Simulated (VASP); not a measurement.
# CaB (R-3m) in VASP: single point with PBE

Aim: the single point of CaB with PBE.

Everything below comes from runs of VASP 6.6.1. Logs are shortened: lines on timing, memory, paths and dates and some standing lists are left out, and cuts for length are marked.

### 1 The cell of the first run

The structure is trigonal, space group R-3m (No. 166). The conventional cell has a = 4.559 Å, b = 4.559 Å, c = 14.807 Å, α = 90.00°, β = 90.00°, γ = 120.00°. Within 3.7 Å of Ca (site symmetry 3m) lie 7 B at 2.68 to 3.32 Å and 6 Ca at 3.57 to 3.65 Å. Within 2.0 Å of B (site symmetry 3m) lie 1 B at 1.53 Å.

The cell was generated, and may not be a known phase.

### 2 Single point, PBE

The input, INCAR:

```
SYSTEM = CaB
PREC     = Accurate       ! precision mode
ENCUT    = 520            ! plane-wave cutoff, eV
EDIFF    = 1E-6           ! SCF threshold, eV
ISMEAR   = 0              ! smearing method
SIGMA    = 0.01           ! smearing width, eV
LREAL    = .FALSE.        ! projectors in reciprocal space
LASPH    = .TRUE.         ! aspherical terms in the spheres
NELM     = 80             ! most SCF steps
ALGO     = Normal         ! electronic algorithm
ISIF     = 2              ! what is computed and relaxed
LWAVE    = .FALSE.        ! write WAVECAR
LCHARG   = .FALSE.        ! write CHGCAR
GGA      = PE             ! functional
NBANDS   = 21             ! bands
```

The input, KPOINTS:

```
regular mesh
0
G
  12 12 12
  0 0 0
```

The input, POSCAR:

```
CaB
1.0
    2.2796519350      1.3161576583      4.9355221915
   -2.2796519350      1.3161576583      4.9355221915
    0.0000000000     -2.6323153166      4.9355221915
Ca B
2 2
Direct
    0.2479214489      0.2479214489      0.2479214489
    0.7520785511      0.7520785511      0.7520785511
    0.9483677637      0.9483677637      0.9483677637
    0.0516322363      0.0516322363      0.0516322363
```

Potentials or basis: VASP PAW PBE potentials, release 64 (Ca_sv, B).

Command:

```sh
$ cat potpaw_PBE.64/Ca_sv/POTCAR potpaw_PBE.64/B/POTCAR > POTCAR
$ mpirun -np 1 vasp_std > vasp.out
```

OUTCAR:

```text
SYSTEM = CaB
   PREC = Accurate
   ENCUT = 520
   EDIFF = 1E-6
   ISMEAR = 0
   LREAL = .FALSE.
   LASPH = .TRUE.
   NELM = 80
   ISIF = 2
   GGA = PE

 ion  position               nearest neighbor table
   1  0.248  0.248  0.248-
   2  0.752  0.752  0.752-
   3  0.948  0.948  0.948-   4 1.53
   4  0.052  0.052  0.052-   3 1.53

  LATTYP: Found a trigonal (rhomboedric) cell.
 ALAT       =     5.5936091416
 COS(alpha) =     0.6678128353

  Lattice vectors:

 A1 = (   2.2796519350,   1.3161576583,   4.9355221915)
 A2 = (  -2.2796519350,   1.3161576583,   4.9355221915)
 A3 = (   0.0000000000,  -2.6323153166,   4.9355221915)

Analysis of symmetry for initial positions (statically):
=====================================================================
 Subroutine PRICEL returns:
 Original cell was already a primitive cell.

 Routine SETGRP: Setting up the symmetry group for a
 trigonal (rhombohedral) supercell.

 Subroutine GETGRP returns: Found 12 space group operations
 (whereof 12 operations were pure point group operations)
 out of a pool of 12 trial point group operations.

The static configuration has the point symmetry D_3d.

Analysis of symmetry for dynamics (positions and initial velocities):
=====================================================================
 Subroutine PRICEL returns:
 Original cell was already a primitive cell.

 Routine SETGRP: Setting up the symmetry group for a
 trigonal (rhombohedral) supercell.

 Subroutine GETGRP returns: Found 12 space group operations
 (whereof 12 operations were pure point group operations)
 out of a pool of 12 trial point group operations.

The dynamic configuration has the point symmetry D_3d.

 Subroutine INISYM returns: Found 12 space group operations
 (whereof 12 operations are pure point group operations),
 and found     1 'primitive' translations

----------------------------------------------------------------------------------------

                                     Primitive cell

  volume of cell :      88.8507

  direct lattice vectors                    reciprocal lattice vectors
     2.279651935  1.316157658  4.935522191     0.219331729  0.126631233  0.067537602
    -2.279651935  1.316157658  4.935522191    -0.219331729  0.126631233  0.067537602
     0.000000000 -2.632315317  4.935522191     0.000000000 -0.253262465  0.067537602

  length of vectors
     5.593609142  5.593609142  5.593609142     0.262112960  0.262112960  0.262112960

  position of ions in fractional coordinates (direct lattice)
     0.247921449  0.247921449  0.247921449
     0.752078551  0.752078551  0.752078551
     0.948367764  0.948367764  0.948367764
     0.051632236  0.051632236  0.051632236

  ion indices of the primitive-cell ions
   primitive index   ion index
                 1           1
                 2           2
                 3           3
                 4           4

----------------------------------------------------------------------------------------

 KPOINTS: regular mesh

Automatic generation of k-mesh.
 Grid dimensions read from file:
 generate k-points for:   12   12   12

 Generating k-lattice:

  Cartesian coordinates                     Fractional coordinates (reciprocal lattice)
     0.018277644  0.010552603  0.005628133     0.083333333 -0.000000000  0.000000000
    -0.018277644  0.010552603  0.005628133    -0.000000000  0.083333333  0.000000000
     0.000000000 -0.021105205  0.005628133     0.000000000  0.000000000  0.083333333

  Length of vectors
     0.021842747  0.021842747  0.021842747

  Shift w.r.t. Gamma in fractional coordinates (k-lattice)
     0.000000000  0.000000000  0.000000000

 Subroutine IBZKPT returns following result:
 ===========================================

 Found    189 irreducible k-points:

 Following reciprocal coordinates:
            Coordinates               Weight
  0.000000  0.000000  0.000000      1.000000
  0.083333 -0.000000  0.000000      6.000000
  0.166667 -0.000000  0.000000      6.000000
  0.250000 -0.000000  0.000000      6.000000
  0.333333  0.000000  0.000000      6.000000
  0.416667 -0.000000  0.000000      6.000000
[... 16 lines left out ...]
  0.500000  0.166667  0.000000     12.000000
 -0.416667  0.166667 -0.000000     12.000000
 [... further k-points ...]
   k-points           NKPTS =    189   k-points in BZ     NKDIM =    189   number of bands    NBANDS=     21
   number of dos      NEDOS =    301   number of ions     NIONS =      4
   total plane-waves  NPLWV =  74088
   dimension x,y,z NGX =    42 NGY =   42 NGZ =   42
   dimension x,y,z NGXF=    84 NGYF=   84 NGZF=   84
   ions per type =               2   2
   NGX,Y,Z   is equivalent  to a cutoff of  12.48, 12.48, 12.48 a.u.
   NGXF,Y,Z  is equivalent  to a cutoff of  24.97, 24.97, 24.97 a.u.
 SYSTEM =  CaB
   PREC   = accura    normal or accurate (medium, high low for compatibility)
   ISTART =      0    job   : 0-new  1-cont  2-samecut
   ICHARG =      2    charge: 1-file 2-atom 10-const
   ISPIN  =      1    spin polarized calculation?
   LNONCOLLINEAR =      F non collinear calculations
   LSORBIT =      F    spin-orbit coupling
   LASPH  =      T    aspherical Exc in radial PAW
   ENCUT  =  520.0 eV  38.22 Ry    6.18 a.u.  10.40 10.40 10.40*2*pi/ulx,y,z
   NELM   =     80;   NELMIN=  2; NELMDL= -5     # of ELM steps
   EDIFF  = 0.1E-05   stopping-criterion for ELM
   LREAL  =      F    real-space projection
   EDIFFG = 0.1E-04   stopping-criterion for IOM
   NSW    =      0    number of steps for IOM
   IBRION =     -1    ionic relax: 0-MD 1-quasi-New 2-CG
   NFREE  =      0    steps in history (QN), initial steepest desc. (CG)
   ISIF   =      2    stress and relaxation
   ISYM   =      2    0-nonsym 1-usesym 2-fastsym
   POTIM  = 0.5000    time-step for ionic-motion
   TEBEG  =    0.0;   TEEND  =   0.0 temperature during run
   PSTRESS=    0.0 pullay stress
   NELECT =      26.0000    total number of electrons
   NUPDOWN=      -1.0000    fix difference up-down
   EMIN   =  10.00;   EMAX   =-10.00  energy-range for DOS
   EFERMI =   0.00;   METHOD = LEGACY
   ISMEAR =     0;   SIGMA  =   0.01  broadening in eV -4-tet -1-fermi 0-gaus
   EFERMI_NEDOS =   21; number of points for ismear=-14 and -15
   IALGO  =     38    algorithm
   IMIX   =      4    mixing-type and parameters
     AMIX     =   0.40;   BMIX     =  1.00
     AMIX_MAG =   1.60;   BMIX_MAG =  1.00
  volume/ion in A,a.u.               =      22.21       149.90
  Fermi-wavevector in a.u.,A,eV,Ry     =   1.086874  2.053893 16.072481  1.181294
  Thomas-Fermi vector in A             =   2.223020
   LORBIT       =      0    0 simple, 1 ext, 2 COOP (PROOUT), +10 PAW based schemes
   GGA     = PE    functional components
   LHFCALC =     F    Hartree Fock is set to
   AEXX    =    0.0000 exact exchange contribution
   IVDW    =     0    specifies the selected vdW correction
   LEPSILON=     F    determine dielectric tensor
   LRPA    =     F    only Hartree local field effects (RPA)
 non-spin polarized calculation
 Gauss-broadening in eV      SIGMA  =   0.01
  energy-cutoff  :      520.00
  volume of cell :       88.85
 maximum number of plane-waves:      2443
 NGX is ok and might be reduce to    42
   NGX = 21   NGY = 21   NGZ = 21

 number of electron      26.0000001 magnetization

 Free energy of the ion-electron system (eV)
  ---------------------------------------------------
  ext. energy  EPLUGINS =         0.00000000
  ---------------------------------------------------
  free energy    TOTEN  =       -16.76291492 eV

  energy without entropy =      -16.76291492  energy(sigma->0) =      -16.76291492

 E-fermi :   2.1315     XC(G=0):  -8.5986

 val. band max:        1.9907531208   @ k =   0.5000   0.5000   0.5000
 cond. band min:       2.2693794141   @ k =   0.5000   0.5000   0.0000
 fundamental gap:      0.2786262932
 Fermi energy:         2.1314527308

 k-point     1 :       0.0000    0.0000    0.0000
  band No.  band energies     occupation
      1     -38.4840      2.00000
      2     -38.4431      2.00000
      3     -19.5967      2.00000
      4     -19.5373      2.00000
      5     -19.5373      2.00000
      6     -19.4437      2.00000
[... 13 lines left out ...]
     20       7.4178      0.00000
     21       7.6625      0.00000

 k-point     2 :       0.0833   -0.0000    0.0000
  band No.  band energies     occupation
      1     -38.4833      2.00000
      2     -38.4437      2.00000
      3     -19.5931      2.00000
      4     -19.5378      2.00000
      5     -19.5363      2.00000
      6     -19.4475      2.00000
[... 13 lines left out ...]
     20       7.4286      0.00000
     21       7.5978      0.00000

 k-point     3 :       0.1667   -0.0000    0.0000
  band No.  band energies     occupation
      1     -38.4810      2.00000
      2     -38.4455      2.00000
      3     -19.5827      2.00000
      4     -19.5387      2.00000
      5     -19.5332      2.00000
      6     -19.4581      2.00000
[... 13 lines left out ...]
     20       7.2288      0.00000
     21       7.4857      0.00000
[... 457 lines left out ...]
 k-point    23 :       0.5000    0.1667    0.0000
  band No.  band energies     occupation
      1     -38.4658      2.00000
      2     -38.4588      2.00000
      3     -19.5595      2.00000
      4     -19.5528      2.00000
      5     -19.5425      2.00000
      6     -19.4759      2.00000
[... 13 lines left out ...]
     20       6.4701      0.00000
     21       6.8719      0.00000

 k-point    24 :      -0.4167    0.1667   -0.0000
  band No.  band energies     occupation
      1     -38.4637      2.00000
      2     -38.4608      2.00000
      3     -19.5692      2.00000
      4     -19.5409      2.00000
      5     -19.5298      2.00000
      6     -19.4893      2.00000
[... 13 lines left out ...]
     20       6.3877      0.00000
     21       6.8868      0.00000

 [... further k-points ...]

------------------------ aborting loop because EDIFF is reached ----------------------------------------

  FORCE on cell =-STRESS in cart. coord.  units (eV):
  Direction    XX          YY          ZZ          XY          YZ          ZX
  --------------------------------------------------------------------------------------
  -------------------------------------------------------------------------------------
  Total        0.0545802      0.0545802      0.0782143     -0.0000000      0.0000000     -0.0000000
  in kB        0.9842028      0.9842028      1.4103799     -0.0000000      0.0000000     -0.0000000
  external PRESSURE =       1.1262618 kB  Pullay stress =       0.0000000 kB

 VOLUME and BASIS-vectors are now :
 -----------------------------------------------------------------------------
  energy-cutoff  :      520.00
  volume of cell :       88.85
      direct lattice vectors                 reciprocal lattice vectors
     2.279651935  1.316157658  4.935522191     0.219331729  0.126631233  0.067537602
    -2.279651935  1.316157658  4.935522191    -0.219331729  0.126631233  0.067537602
     0.000000000 -2.632315317  4.935522191     0.000000000 -0.253262465  0.067537602

 POSITION                                       TOTAL-FORCE (eV/Angst)
 -----------------------------------------------------------------------------------
      0.00000      0.00000      3.67087         0.000000      0.000000     -0.000382
      0.00000      0.00000     11.13570         0.000000      0.000000      0.000382
      0.00000      0.00000     14.04207         0.000000      0.000000     -0.021246
      0.00000      0.00000      0.76450         0.000000     -0.000000      0.021246
 -----------------------------------------------------------------------------------
    total drift:                                0.000000     -0.000000     -0.000000

  FREE ENERGIE OF THE ION-ELECTRON SYSTEM (eV)
  ---------------------------------------------------
  free  energy   TOTEN  =       -16.7629149173 eV

  energy  without entropy=      -16.7629149173  energy(sigma->0) =      -16.76291492
```

Wall time 7 min (1 thread of Intel Xeon Platinum 8259CL at 2.50GHz (Skylake/Cascade Lake), shared host); peak memory 0.48 GiB.

Results:

- Free energy: -16.7629 eV
- Pressure: 0.1 GPa
- Largest force: 0.021 eV/Å
- Band gap on the k mesh: 0.28 eV (least direct gap 0.63 eV)

Forces on the atoms (eV/Å):
```
Ca   0.000  0.000  0.000
Ca   0.000  0.000  0.000
B    0.000  0.000 -0.021
B    0.000  0.000  0.021
```

A k mesh can miss the band edges.
